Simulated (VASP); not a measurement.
# TiO2 (C2/c) in VASP: settings compared

TiO2 is run at these levels: PBEsol, LDA, BLYP; tasks: single point.

Program: VASP 6.6.1. These are calculated values, not measurements. Logs are shortened: lines on timing, memory, paths and dates and some standing lists are left out, and cuts for length are marked.

### 1 The cell of the first run

It takes space group C2/c (No. 15, monoclinic). Conventional cell: a = 5.412 Å, b = 5.413 Å, c = 5.472 Å, α = 90.00°, β = 118.77°, γ = 90.00°. Ti (site symmetry 2) has 6 O at 1.93 to 2.00 Å within 2.6 Å. O (site symmetry 1) has 3 Ti at 1.93 to 2.00 Å and 2 O at 2.50 Å within 2.6 Å.

### 2 Single point, PBEsol

Input file INCAR:

```
SYSTEM = TiO2
PREC     = Accurate       ! precision mode
ENCUT    = 520            ! plane-wave cutoff, eV
EDIFF    = 1E-6           ! SCF threshold, eV
ISMEAR   = 0              ! smearing method
SIGMA    = 0.01           ! smearing width, eV
LREAL    = .False.        ! projectors in reciprocal space
LASPH    = .True.         ! aspherical terms in the spheres
NELM     = 60             ! most SCF steps
ALGO     = Normal         ! electronic algorithm
ISIF     = 2              ! what is computed and relaxed
LWAVE    = .False.        ! write WAVECAR
LCHARG   = .False.        ! write CHGCAR
GGA      = PS             ! functional
NBANDS   = 33             ! bands
```

Input file KPOINTS:

```
regular mesh
0
Gamma
  6 6 6
  0 0 0
```

Input file POSCAR:

```
TiO2
1.0
    2.7060340000     -2.7066550000      0.0000000000
    2.7060340000      2.7066550000      0.0000000000
   -2.6335310000      0.0000000000      4.7966370000
Ti O
2 4
Direct
    0.1341100000      0.8658900000      0.2500000000
    0.8658900000      0.1341100000      0.7500000000
    0.3312210000      0.0887550000      0.6671490000
    0.6687790000      0.9112450000      0.3328510000
    0.9112450000      0.6687790000      0.8328510000
    0.0887550000      0.3312210000      0.1671490000
```

Potentials or basis: VASP PAW PBE potentials, release 64 (Ti_sv, O).

On the command line:

```sh
$ cat potpaw_PBE.64/Ti_sv/POTCAR potpaw_PBE.64/O/POTCAR > POTCAR
$ mpirun -np 1 vasp_std > vasp.out
```

OUTCAR:

```text
SYSTEM = TiO2
   PREC = Accurate
   ENCUT = 520
   EDIFF = 1E-6
   ISMEAR = 0
   LREAL = .False.
   LASPH = .True.
   NELM = 60
   ISIF = 2
   GGA = PS

 ion  position               nearest neighbor table
   1  0.134  0.866  0.250-   4 1.93   6 1.93   6 1.98   4 1.98   3 2.00   5 2.00
   2  0.866  0.134  0.750-   5 1.93   3 1.93   5 1.98   3 1.98   6 2.00   4 2.00
   3  0.331  0.089  0.667-   2 1.93   2 1.98   1 2.00
   4  0.669  0.911  0.333-   1 1.93   1 1.98   2 2.00
   5  0.911  0.669  0.833-   2 1.93   2 1.98   1 2.00
   6  0.089  0.331  0.167-   1 1.93   1 1.98   2 2.00

  LATTYP: Found a base centered monoclinic cell.
 ALAT       =     5.4120680000
 B/A-ratio  =     1.0002294871
 C/A-ratio  =     1.0110809974
 COS(beta)  =    -0.4812705001

  Lattice vectors:

 A1 = (   2.7060340000,  -2.7066550000,   0.0000000000)
 A2 = (   2.7060340000,   2.7066550000,   0.0000000000)
 A3 = (  -2.6335310000,   0.0000000000,   4.7966370000)

Analysis of symmetry for initial positions (statically):
=====================================================================
 Subroutine PRICEL returns:
 Original cell was already a primitive cell.

 Routine SETGRP: Setting up the symmetry group for a
 base centered monoclinic supercell.

 Subroutine GETGRP returns: Found  4 space group operations
 (whereof  2 operations were pure point group operations)
 out of a pool of  4 trial point group operations.

The static configuration has the point symmetry S_2 .
 The point group associated with its full space group is C_2h.

Analysis of symmetry for dynamics (positions and initial velocities):
=====================================================================
 Subroutine PRICEL returns:
 Original cell was already a primitive cell.

 Routine SETGRP: Setting up the symmetry group for a
 base centered monoclinic supercell.

 Subroutine GETGRP returns: Found  4 space group operations
 (whereof  2 operations were pure point group operations)
 out of a pool of  4 trial point group operations.

The dynamic configuration has the point symmetry S_2 .
 The point group associated with its full space group is C_2h.

 Subroutine INISYM returns: Found  4 space group operations
 (whereof  2 operations are pure point group operations),
 and found     1 'primitive' translations

----------------------------------------------------------------------------------------

                                     Primitive cell

  volume of cell :      70.2640

  direct lattice vectors                    reciprocal lattice vectors
     2.706034000 -2.706655000  0.000000000     0.184772253 -0.184729860  0.101446796
     2.706034000  2.706655000  0.000000000     0.184772253  0.184729860  0.101446796
    -2.633531000  0.000000000  4.796637000     0.000000000  0.000000000  0.208479399

  length of vectors
     3.827349122  3.827349122  5.472039111     0.280280858  0.280280858  0.208479399

  position of ions in fractional coordinates (direct lattice)
     0.134110000  0.865890000  0.250000000
     0.865890000  0.134110000  0.750000000
     0.331221000  0.088755000  0.667149000
     0.668779000  0.911245000  0.332851000
     0.911245000  0.668779000  0.832851000
     0.088755000  0.331221000  0.167149000

  ion indices of the primitive-cell ions
   primitive index   ion index
                 1           1
                 2           2
                 3           3
                 4           4
                 5           5
                 6           6

----------------------------------------------------------------------------------------

 KPOINTS: regular mesh

Automatic generation of k-mesh.
 Grid dimensions read from file:
 generate k-points for:    6    6    6

 Generating k-lattice:

  Cartesian coordinates                     Fractional coordinates (reciprocal lattice)
     0.030795376 -0.030788310  0.016907799     0.166666667  0.000000000  0.000000000
     0.030795376  0.030788310  0.016907799     0.000000000  0.166666667  0.000000000
     0.000000000  0.000000000  0.034746567     0.000000000  0.000000000  0.166666667

  Length of vectors
     0.046713476  0.046713476  0.034746567

  Shift w.r.t. Gamma in fractional coordinates (k-lattice)
     0.000000000  0.000000000  0.000000000

 Subroutine IBZKPT returns following result:
 ===========================================

 Found     68 irreducible k-points:

 Following reciprocal coordinates:
            Coordinates               Weight
  0.000000  0.000000  0.000000      1.000000
  0.166667 -0.000000  0.000000      4.000000
  0.333333 -0.000000  0.000000      4.000000
  0.500000 -0.000000  0.000000      2.000000
  0.166667  0.166667  0.000000      2.000000
  0.333333  0.166667  0.000000      4.000000
[... 16 lines left out ...]
 -0.333333  0.166667  0.166667      4.000000
 -0.166667  0.166667  0.166667      4.000000
 [... further k-points ...]
   k-points           NKPTS =     68   k-points in BZ     NKDIM =     68   number of bands    NBANDS=     33
   number of dos      NEDOS =    301   number of ions     NIONS =      6
   total plane-waves  NPLWV =  32928
   dimension x,y,z NGX =    28 NGY =   28 NGZ =   42
   dimension x,y,z NGXF=    56 NGYF=   56 NGZF=   84
   ions per type =               2   4
   NGX,Y,Z   is equivalent  to a cutoff of  12.16, 12.16, 12.76 a.u.
   NGXF,Y,Z  is equivalent  to a cutoff of  24.32, 24.32, 25.52 a.u.
 SYSTEM =  TiO2
   PREC   = accura    normal or accurate (medium, high low for compatibility)
   ISTART =      0    job   : 0-new  1-cont  2-samecut
   ICHARG =      2    charge: 1-file 2-atom 10-const
   ISPIN  =      1    spin polarized calculation?
   LNONCOLLINEAR =      F non collinear calculations
   LSORBIT =      F    spin-orbit coupling
   LASPH  =      T    aspherical Exc in radial PAW
   ENCUT  =  520.0 eV  38.22 Ry    6.18 a.u.   7.12  7.12 10.17*2*pi/ulx,y,z
   NELM   =     60;   NELMIN=  2; NELMDL= -5     # of ELM steps
   EDIFF  = 0.1E-05   stopping-criterion for ELM
   LREAL  =      F    real-space projection
   EDIFFG = 0.1E-04   stopping-criterion for IOM
   NSW    =      0    number of steps for IOM
   IBRION =     -1    ionic relax: 0-MD 1-quasi-New 2-CG
   NFREE  =      0    steps in history (QN), initial steepest desc. (CG)
   ISIF   =      2    stress and relaxation
   ISYM   =      2    0-nonsym 1-usesym 2-fastsym
   POTIM  = 0.5000    time-step for ionic-motion
   TEBEG  =    0.0;   TEEND  =   0.0 temperature during run
   PSTRESS=    0.0 pullay stress
   NELECT =      48.0000    total number of electrons
   NUPDOWN=      -1.0000    fix difference up-down
   EMIN   =  10.00;   EMAX   =-10.00  energy-range for DOS
   EFERMI =   0.00;   METHOD = LEGACY
   ISMEAR =     0;   SIGMA  =   0.01  broadening in eV -4-tet -1-fermi 0-gaus
   EFERMI_NEDOS =   21; number of points for ismear=-14 and -15
   IALGO  =     38    algorithm
   IMIX   =      4    mixing-type and parameters
     AMIX     =   0.40;   BMIX     =  1.00
     AMIX_MAG =   1.60;   BMIX_MAG =  1.00
  volume/ion in A,a.u.               =      11.71        79.03
  Fermi-wavevector in a.u.,A,eV,Ry     =   1.441820  2.724644 28.284385  2.078844
  Thomas-Fermi vector in A             =   2.560409
   LORBIT       =      0    0 simple, 1 ext, 2 COOP (PROOUT), +10 PAW based schemes
   GGA     = PS    functional components
   LHFCALC =     F    Hartree Fock is set to
   AEXX    =    0.0000 exact exchange contribution
   IVDW    =     0    specifies the selected vdW correction
   LEPSILON=     F    determine dielectric tensor
   LRPA    =     F    only Hartree local field effects (RPA)
 non-spin polarized calculation
 Gauss-broadening in eV      SIGMA  =   0.01
  energy-cutoff  :      520.00
  volume of cell :       70.26
 maximum number of plane-waves:      1908
   NGX = 15   NGY = 15   NGZ = 21

 number of electron      47.9999994 magnetization

 Free energy of the ion-electron system (eV)
  ---------------------------------------------------
  ext. energy  EPLUGINS =         0.00000000
  ---------------------------------------------------
  free energy    TOTEN  =       -56.16271961 eV

  energy without entropy =      -56.16271961  energy(sigma->0) =      -56.16271961

 E-fermi :   3.0441     XC(G=0): -10.8611

 val. band max:        2.9865540394   @ k =   0.5000   0.5000   0.0000
 cond. band min:       4.9956689368   @ k =   0.0000   0.0000   0.0000
 fundamental gap:      2.0091148974
 Fermi energy:         3.0441404906

 k-point     1 :       0.0000    0.0000    0.0000
  band No.  band energies     occupation
      1     -53.2519      2.00000
      2     -53.1974      2.00000
      3     -29.7942      2.00000
      4     -29.5733      2.00000
      5     -29.5728      2.00000
      6     -29.5103      2.00000
[... 25 lines left out ...]
     32       8.0852      0.00000
     33       8.0888      0.00000

 k-point     2 :       0.1667   -0.0000    0.0000
  band No.  band energies     occupation
      1     -53.2485      2.00000
      2     -53.1998      2.00000
      3     -29.7851      2.00000
      4     -29.6029      2.00000
      5     -29.5757      2.00000
      6     -29.5202      2.00000
[... 25 lines left out ...]
     32       8.3432      0.00000
     33       8.6861      0.00000

 k-point     3 :       0.3333   -0.0000    0.0000
  band No.  band energies     occupation
      1     -53.2404      2.00000
      2     -53.2060      2.00000
      3     -29.7654      2.00000
      4     -29.6605      2.00000
      5     -29.5804      2.00000
      6     -29.5382      2.00000
[... 25 lines left out ...]
     32       8.6850      0.00000
     33       9.2138      0.00000

 k-point     4 :       0.5000   -0.0000    0.0000
  band No.  band energies     occupation
      1     -53.2348      2.00000
      2     -53.2106      2.00000
      3     -29.7518      2.00000
      4     -29.6931      2.00000
      5     -29.5824      2.00000
      6     -29.5425      2.00000
[... 25 lines left out ...]
     32       8.7772      0.00000
     33       9.4017      0.00000

 k-point     5 :       0.1667    0.1667    0.0000
  band No.  band energies     occupation
      1     -53.2434      2.00000
      2     -53.2040      2.00000
      3     -29.7636      2.00000
      4     -29.6253      2.00000
      5     -29.5929      2.00000
      6     -29.5275      2.00000
[... 604 lines left out ...]
 k-point    22 :       0.5000    0.1667    0.1667
  band No.  band energies     occupation
      1     -53.2342      2.00000
      2     -53.2102      2.00000
      3     -29.7731      2.00000
      4     -29.6855      2.00000
      5     -29.5960      2.00000
      6     -29.5680      2.00000
[... 25 lines left out ...]
     32       9.2893      0.00000
     33       9.5401      0.00000

 k-point    23 :      -0.3333    0.1667    0.1667
  band No.  band energies     occupation
      1     -53.2411      2.00000
      2     -53.2043      2.00000
      3     -29.7869      2.00000
      4     -29.6625      2.00000
      5     -29.5942      2.00000
      6     -29.5517      2.00000
[... 25 lines left out ...]
     32       9.3659      0.00000
     33       9.4515      0.00000

 k-point    24 :      -0.1667    0.1667    0.1667
  band No.  band energies     occupation
      1     -53.2441      2.00000
      2     -53.2032      2.00000
      3     -29.7724      2.00000
      4     -29.6234      2.00000
      5     -29.5923      2.00000
      6     -29.5271      2.00000
[... 25 lines left out ...]
     32       8.9100      0.00000
     33       9.0121      0.00000

 [... further k-points ...]

------------------------ aborting loop because EDIFF is reached ----------------------------------------

  FORCE on cell =-STRESS in cart. coord.  units (eV):
  Direction    XX          YY          ZZ          XY          YZ          ZX
  --------------------------------------------------------------------------------------
  -------------------------------------------------------------------------------------
  Total       -3.0657809     -3.0807490     -2.9425975      0.0000000      0.0000000     -0.1490406
  in kB      -69.9066842    -70.2479895    -67.0978262      0.0000000      0.0000000     -3.3984595
  external PRESSURE =     -69.0841667 kB  Pullay stress =       0.0000000 kB

 VOLUME and BASIS-vectors are now :
 -----------------------------------------------------------------------------
  energy-cutoff  :      520.00
  volume of cell :       70.26
      direct lattice vectors                 reciprocal lattice vectors
     2.706034000 -2.706655000  0.000000000     0.184772253 -0.184729860  0.101446796
     2.706034000  2.706655000  0.000000000     0.184772253  0.184729860  0.101446796
    -2.633531000  0.000000000  4.796637000     0.000000000  0.000000000  0.208479399

 POSITION                                       TOTAL-FORCE (eV/Angst)
 -----------------------------------------------------------------------------------
      2.04765      1.98068      1.19916         0.000000      0.060825      0.000000
      0.73089     -1.98068      3.59748         0.000000     -0.060825      0.000000
     -0.62049     -0.65627      3.20007         0.007799     -0.036614     -0.211796
      3.39903      0.65627      1.59657        -0.007799      0.036614      0.211796
      2.08226     -0.65627      3.99488        -0.007799     -0.036614      0.211796
      0.69628      0.65627      0.80175         0.007799      0.036614     -0.211796
 -----------------------------------------------------------------------------------
    total drift:                               -0.000000      0.000000     -0.000000

  FREE ENERGIE OF THE ION-ELECTRON SYSTEM (eV)
  ---------------------------------------------------
  free  energy   TOTEN  =       -56.1627196088 eV

  energy  without entropy=      -56.1627196088  energy(sigma->0) =      -56.16271961
```

Run time: 92 s. Hardware: 1 thread of Intel Xeon Platinum 8488C (Sapphire Rapids), shared host; peak memory 0.25 GiB.

Results:

* Free energy: -56.1627 eV
* Pressure: -6.9 GPa
* Largest force: 0.215 eV/Å
* Band gap on the k mesh: 2.01 eV (least direct gap 2.35 eV)

Forces in eV/Å, atoms in the order of the input:
```
Ti   0.000  0.061  0.000
Ti   0.000 -0.061  0.000
O    0.008 -0.037 -0.212
O   -0.008  0.037  0.212
O   -0.008 -0.037  0.212
O    0.008  0.037 -0.212
```

Levels at points of the mesh, in eV from the valence-band top:
| k point | band 20 | band 21 | band 22 | band 23 | band 24 | band 25 | band 26 | band 27 | band 28 | band 29 |
| --- | --- | --- | --- | --- | --- | --- | --- | --- | --- | --- |
| (0.00, 0.00, 0.00) | -0.80 | -0.77 | -0.72 | -0.44 | -0.44 | 2.01 | 2.74 | 3.78 | 3.79 | 3.84 |
| (0.50, 0.00, 0.00) | -1.97 | -1.88 | -0.91 | -0.87 | -0.62 | 3.17 | 3.32 | 3.36 | 3.60 | 4.09 |
| (0.50, 0.50, 0.00) | -2.44 | -2.18 | -1.88 | -0.01 | 0.00 | 3.19 | 3.23 | 3.50 | 3.84 | 4.68 |
| (0.00, 0.00, 0.50) | -1.34 | -1.25 | -1.25 | -0.12 | -0.12 | 2.36 | 2.36 | 3.61 | 3.61 | 4.05 |
| (0.50, 0.00, 0.50) | -1.91 | -1.87 | -0.89 | -0.87 | -0.62 | 3.02 | 3.43 | 3.45 | 3.48 | 4.17 |
| (0.50, 0.50, 0.50) | -2.58 | -2.03 | -2.03 | -0.02 | -0.02 | 3.21 | 3.21 | 3.68 | 3.68 | 4.71 |

Caveat: the cell stands under tension; the PAW data sets were made with another functional, which shifts forces and pressure a little.

### 3 Single point, LDA

Input file INCAR:

```
SYSTEM = TiO2
PREC = Accurate ; ENCUT = 520
EDIFF = 1E-6 ; ISMEAR = 0
SIGMA = 0.01 ; LREAL = .FALSE.
LASPH = .TRUE. ; NELM = 80
ALGO = Normal ; ISIF = 2
LWAVE = .FALSE. ; LCHARG = .FALSE.
GGA = CA ; NBANDS = 33
```

Input file KPOINTS:

```
Automatic mesh
0
G
  6 6 6
  0 0 0
```

POSCAR is that of step 2.

Potentials or basis: VASP PAW LDA potentials, release 64 (Ti_sv, O).

On the command line:

```sh
$ cat potpaw_LDA.64/Ti_sv/POTCAR potpaw_LDA.64/O/POTCAR > POTCAR
$ mpirun -np 1 vasp_std > vasp.out
```

Wall time 91 s (1 thread of Intel Xeon Platinum 8488C (Sapphire Rapids), shared host); peak memory 0.24 GiB.

It converged, with:

| Item | Value |
| --- | --- |
| Free energy | -58.6840 eV |
| Pressure | -11.9 GPa |
| Largest force | 0.314 eV/Å |
| Band gap on the k mesh | 1.95 eV (least direct gap 2.30 eV) |

Forces in eV/Å, atoms in the order of the input:
```
Ti   0.000  0.067  0.000
Ti   0.000 -0.067  0.000
O    0.011 -0.044 -0.310
O   -0.011  0.044  0.310
O   -0.011 -0.044  0.310
O    0.011  0.044 -0.310
```

Stress tensor (GPa, compression positive):
```
-12.00   0.00  -0.42
  0.00 -12.04   0.00
 -0.42   0.00 -11.74
```

Levels at points of the mesh, in eV from the valence-band top:
```
           k point  band 20  band 21  band 22  band 23  band 24  band 25  band 26  band 27  band 28  band 29
(0.00, 0.00, 0.00)    -0.81    -0.78    -0.72    -0.45    -0.44     1.95     2.69     3.73     3.74     3.79
(0.50, 0.00, 0.00)    -1.98    -1.89    -0.92    -0.88    -0.62     3.11     3.27     3.31     3.55     4.05
(0.50, 0.50, 0.00)    -2.45    -2.21    -1.89    -0.01     0.00     3.14     3.18     3.46     3.80     4.64
(0.00, 0.00, 0.50)    -1.35    -1.25    -1.25    -0.13    -0.13     2.30     2.30     3.56     3.56     4.00
(0.50, 0.00, 0.50)    -1.93    -1.88    -0.91    -0.87    -0.62     2.97     3.38     3.40     3.44     4.13
(0.50, 0.50, 0.50)    -2.58    -2.05    -2.05    -0.02    -0.02     3.16     3.16     3.64     3.64     4.67
```

Caveat: the cell stands under tension. A k mesh can miss the band edges.

(Part 1 of 2 ends here.)
